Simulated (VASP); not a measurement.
Set up this calculation in VASP 6.6.1, as the native input.

* Task: single point
* Functional: LDA
* Potentials or basis: VASP PAW LDA potentials, release 64 (W_sv, S)
* Cutoff: 520 eV
* k mesh: 10 × 10 × 1
* Occupations: fermi-dirac, width 0.05 eV
* Spin: no spin polarisation
* Dipole correction: no
* Further INCAR settings: ALGO = Normal; EDIFF = 1e-06; NBANDS = 49

The structure of WS2 lies in POSCAR:

```
WS2
1.0
    3.1263327476      0.0000000000      0.0000000000
   -1.5631663738      2.7074835801      0.0000000000
    0.0000000000      0.0000000000     27.3493250921
W S
3 6
Direct
    0.6666666667      0.3333333333      0.4374714416
    0.6666666667      0.3333333333      0.8820204612
    0.0000000000      0.0000000000      0.6596859170
    0.6666666667      0.3333333333      0.6025675498
    0.0000000000      0.0000000000      0.3804394977
    0.0000000000      0.0000000000      0.8248915820
    0.6666666667      0.3333333333      0.7168043712
    0.0000000000      0.0000000000      0.4945995118
    0.0000000000      0.0000000000      0.9390536578
```

The input as run:

INCAR

```
PREC = Accurate ; ENCUT = 520
EDIFF = 1E-6 ; ISMEAR = -1
SIGMA = 0.05 ; LREAL = F
LASPH = T ; NELM = 100
ALGO = Normal ; ISIF = 2
LWAVE = F ; LCHARG = T
GGA = CA ; LELF = T
LVHAR = T ; NBANDS = 49
```

KPOINTS

```
Automatic mesh
0
Gamma
  10 10 1
```

Potentials or basis: VASP PAW LDA potentials, release 64 (W_sv, S).

Command:

```sh
$ cat potpaw_LDA.64/W_sv/POTCAR potpaw_LDA.64/S/POTCAR > POTCAR
$ mpirun -np 1 vasp_std > vasp.out
```

Results of the run:

```json
{"Largest force": "0.051 eV/Å", "Band gap on the k mesh": "1.18 eV (least direct gap 2.26 eV)"}
```

Caveat: spin-orbit coupling is left out, which moves the levels of the heavy elements.

Wall time 4.4 min on 1 thread of Intel(R) Xeon(R) Platinum 8259CL CPU @ 2.50GHz (Skylake/Cascade Lake) (shared host), peak memory 0.33 GiB.
